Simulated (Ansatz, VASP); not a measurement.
One calculation of F, two programs

```xyz
2
Lattice="1.8425 0.0000 0.0000 -0.9213 1.5957 0.0000 0.0000 0.0000 2.6680" Properties=species:S:1:pos:R:3 pbc="T T T"
F     0.0000    1.0638    0.6670
F     0.9213    0.5319    2.0010
```

Change from the starting cell: volume scaled by 0.4, crystal datasets.

Alike in both runs: task single point; functional PBEsol; k mesh 18 × 18 × 10; occupations fermi-dirac, width 0.1 eV; no spin polarisation.

```csv
,VASP,Ansatz
version,VASP 6.6.1,Ansatz 0.2.0
potentials or method,"VASP PAW PBE potentials, release 64 (F), cutoff 520 eV","all-electron PAW with datasets made for the crystal, scalar-relativistic"
```

Ansatz gave:

- pressure (GPa): 526.4
- traceless stress, the component that is largest in VASP (GPa): -0.49

Q: Estimate VASP's values.

A: Pressure (GPa): 526.3; traceless stress, the component that is largest in VASP (GPa): -0.39.

VASP's potentials were made for PBE, not for PBEsol. Both programs put the cell under a high pressure, so it lies far from rest at this level. Ansatz ran all-electron here, and VASP with PAW potentials. Ansatz's warnings: printed levels off.

Noted on VASP's run: the cell as given lies far from equilibrium.
